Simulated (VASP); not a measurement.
Here is a VASP 6.6.1 calculation.

File INCAR:

```
SYSTEM = BN
PREC = Accurate
ENCUT = 520
EDIFF = 1E-6
ISMEAR = 0
SIGMA = 0.05
LREAL = .False.
LASPH = .True.
NELM = 80
ALGO = Normal
ISIF = 2
LWAVE = .False.
LCHARG = .False.
GGA = PE
IVDW = 12
NBANDS = 11
```

KPOINTS

```
Automatic mesh
0
Gamma
  12 12 12
  0 0 0
```

The input POSCAR:

```
BN
1.0
    1.2010769119      0.6934420784      3.6427691556
   -1.2010769119      0.6934420784      3.6427691556
    0.0000000000     -1.3868841568      3.6427691556
B N
1 1
Direct
    0.9996712000      0.9996712000      0.9996712000
    0.3327618000      0.3327618000      0.3327618000
```

Potentials or basis: VASP PAW PBE potentials, release 64 (B, N).

Command:

```console
$ cat potpaw_PBE.64/B/POTCAR potpaw_PBE.64/N/POTCAR > POTCAR
$ mpirun -np 1 vasp_std > vasp.out
```

**Question.** What does it give for the largest force?

**Answer.** 0.023 eV/Å.

**Question.** What does it give for the pressure?

**Answer.** 33.3 GPa.

**Question.** Predict the band gap on the k mesh.

**Answer.** 4.65 eV, indirect (least direct gap 5.00 eV).

**Question.** Predict the dispersion energy per atom.

**Answer.** -0.136 eV.

Stress tensor (GPa, compression positive):
```
51.06  0.00  0.00
 0.00 51.06  0.00
 0.00  0.00 -2.16
```

Caveat: the cell differs from its parent crystal (strain -0.040 along x and y, +0.080 along z). A k mesh can miss the band edges.
